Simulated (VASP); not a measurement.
A run of VASP 6.6.1 is set up as follows.

Contents of INCAR:

```
SYSTEM = Ti
ALGO     = Normal         ! electronic algorithm
EDIFF    = 1E-6           ! SCF threshold, eV
ENCUT    = 520            ! plane-wave cutoff, eV
ISIF     = 2              ! what is computed and relaxed
ISMEAR   = 1              ! smearing method
LASPH    = .TRUE.         ! aspherical terms in the spheres
LCHARG   = .FALSE.        ! write CHGCAR
LREAL    = .FALSE.        ! projectors in reciprocal space
LWAVE    = .FALSE.        ! write WAVECAR
NBANDS   = 12             ! bands
NELM     = 80             ! most SCF steps
PREC     = Accurate       ! precision mode
SIGMA    = 0.1            ! smearing width, eV
```

File KPOINTS:

```
k-points
0
G
  12 12 12
  0 0 0
```

File POSCAR:

```
Ti
1.0
   -1.6410000000      1.6410000000      1.6410000000
    1.6410000000     -1.6410000000      1.6410000000
    1.6410000000      1.6410000000     -1.6410000000
Ti
1
Direct
    0.0000000000      0.0000000000      0.0000000000
```

Potentials or basis: VASP PAW LDA potentials, release 64 (Ti_sv).

Command:

```sh
$ cat potpaw_LDA.64/Ti_sv/POTCAR > POTCAR
$ mpirun -np 1 vasp_std > vasp.out
```

What does it give for the band gap on the k mesh?

Zero (band 6 reaches 8.60 eV, above the bottom of band 7 at 7.08 eV).

What does it give for the pressure?

-11.2 GPa.
